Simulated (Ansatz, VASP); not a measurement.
Ba: VASP beside Ansatz

```
Ba
1.0
     3.95415    0.00000    0.00000
     0.00000    3.95415    0.00000
     0.00000    0.00000    3.95415
Ba
1
Direct
  0.00000 0.00000 0.00000
```

Alike in both runs: functional PBE; k mesh 8 × 8 × 8; occupations fermi-dirac, width 0.1 eV; no spin polarisation.

Ansatz relaxed the structure, and its values are those at the end. VASP's run is a single point on that final structure, the one shown.

|  | VASP | Ansatz |
| --- | --- | --- |
| version | VASP 6.6.1 | Ansatz 0.2.0 |
| potentials or method | VASP PAW PBE potentials, release 64 (Ba_sv), cutoff 520 eV | plane waves (420 eV) with PAW, scalar-relativistic |
| valence electrons in the cell | 10 | 10 |

|  | VASP | Ansatz | Ansatz less VASP |
| --- | --- | --- | --- |
| pressure (GPa) | 0.1 | 0.0 | -0.12 |

Neither program's run includes spin-orbit coupling.
